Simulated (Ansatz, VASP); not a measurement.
# Two plane-wave programs on SrO

Contents of INCAR:

```
SYSTEM = SrO
PREC     = Accurate       ! precision mode
ENCUT    = 600            ! plane-wave cutoff, eV
EDIFF    = 1E-6           ! SCF threshold, eV
ISMEAR   = 0              ! smearing method
SIGMA    = 0.001          ! smearing width, eV
LREAL    = .False.        ! projectors in reciprocal space
LASPH    = .True.         ! aspherical terms in the spheres
NELM     = 120            ! most SCF steps
ALGO     = Normal         ! electronic algorithm
ISIF     = 2              ! what is computed and relaxed
LWAVE    = .False.        ! write WAVECAR
LCHARG   = .False.        ! write CHGCAR
GGA      = PE             ! functional
NBANDS   = 24             ! bands
GGA_COMPAT= .False.
```

Contents of KPOINTS:

```
Automatic mesh
0
Gamma
  6 6 4
  0 0 0
```

The input POSCAR:

```
SrO
1.0
    4.2700252809      0.0000000000      0.0000000000
   -2.1350126404      3.6979503680      0.0000000000
    0.0000000000      0.0000000000      5.1444569793
Sr O
2 2
Direct
    0.3333333333      0.6666666667      0.2500000000
    0.6666666667      0.3333333333      0.7500000000
    0.6666666667      0.3333333333      0.2500000000
    0.3333333333      0.6666666667      0.7500000000
```

Input for Ansatz:

```yaml
crystal:
  lattice:
    - [4.2700252809, 0.0, 0.0]
    - [-2.1350126404, 3.697950368, 0.0]
    - [0.0, 0.0, 5.1444569793]
  atoms:
    - { symbol: Sr, position: [0.3333333333, 0.6666666667, 0.25] }
    - { symbol: Sr, position: [0.6666666667, 0.3333333333, 0.75] }
    - { symbol: O, position: [0.6666666667, 0.3333333333, 0.25] }
    - { symbol: O, position: [0.3333333333, 0.6666666667, 0.75] }
kpoints:
  mp_grid: { grid: [6, 6, 4] }
hamiltonian:
  xc: pbe
scf:
  occupations: { method: gaussian, width: 0.001 }
  n_extra_bands: 5
output:
  forces: true
  stress: true
  eigenvalues: true
```

Alike in both runs: task single point; functional PBE; k mesh 6 × 6 × 4; occupations gaussian, width 0.001 eV; no spin polarisation.

|  | VASP | Ansatz |
| --- | --- | --- |
| version | VASP 6.6.1 | Ansatz 0.2.0 |
| potentials or method | VASP PAW PBE potentials, release 64 (Sr_sv, O) | plane waves |
| plane-wave cutoff (eV) | 600 | 420 |
| valence electrons in the cell | 32 | 32 |

```csv
,VASP,Ansatz,Ansatz less VASP
gap on the k mesh at the Fermi level (eV),2.64,2.66,+0.018
pressure (GPa),1.6,1.2,-0.40
"traceless stress, the component that is largest in VASP (GPa)",0.31,0.29,-0.018
```
